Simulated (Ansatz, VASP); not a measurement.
**HfC: VASP beside Ansatz**

The input INCAR:

```
PREC = Accurate
ENCUT = 520
EDIFF = 1E-6
ISMEAR = -1
SIGMA = 0.05
LREAL = False
LASPH = True
NELM = 100
ALGO = Normal
ISIF = 2
LWAVE = False
LCHARG = False
GGA = CA
NBANDS = 14
```

Contents of KPOINTS:

```
regular mesh
0
Gamma
  12 12 12
```

File POSCAR:

```
HfC
1.0
    0.0000000000      2.3555956139      2.3555956139
    2.3555956139      0.0000000000      2.3555956139
    2.3555956139      2.3555956139      0.0000000000
Hf C
1 1
Direct
    0.5000000000      0.5000000000      0.5000000000
    0.0000000000      0.0000000000      0.0000000000
```

Input for Ansatz:

```yaml
crystal:
  lattice:
    - [0.0, 2.3555956139, 2.3555956139]
    - [2.3555956139, 0.0, 2.3555956139]
    - [2.3555956139, 2.3555956139, 0.0]
  atoms:
    - { symbol: Hf, position: [0.5, 0.5, 0.5] }
    - { symbol: C, position: [0.0, 0.0, 0.0] }
kpoints:
  mp_grid: { grid: [12, 12, 12] }
  band_path:
    path:
      - [0.0, 0.0, 0.0]
      - [0.5, 0.0, 0.5]
      - [0.625, 0.25, 0.625]
      - [0.375, 0.375, 0.75]
      - [0.0, 0.0, 0.0]
      - [0.5, 0.5, 0.5]
      - [0.5, 0.25, 0.75]
      - [0.5, 0.0, 0.5]
    npoints: 5
scf:
  occupations: { method: fermi_dirac, width: 0.05 }
hamiltonian:
  xc: lda
  pseudopotentials: { kind: all_electron, lapw: { basis_error: 0.00025 } }
output:
  forces: true
  stress: true
  eigenvalues: true
```

Change from the starting cell: volume scaled by 1.04.

Alike in both runs: task single point; functional LDA; k mesh 12 × 12 × 12; occupations fermi-dirac, width 0.05 eV; no spin polarisation.

```csv
,VASP,Ansatz
version,VASP 6.6.1,Ansatz 0.2.0
potentials or method,"VASP PAW LDA potentials, release 64 (Hf_pv, C), cutoff 520 eV","all-electron LAPW, scalar-relativistic"
```

|  | VASP | Ansatz | Ansatz less VASP |
| --- | --- | --- | --- |
| pressure (GPa) | -19.5 | -19.5 | -0.01 |

LDA's correlation is that of Perdew and Zunger in VASP and of Perdew and Wang (1992) in Ansatz. Ansatz ran all-electron here, and VASP with PAW potentials.

Spin-orbit coupling is off throughout.
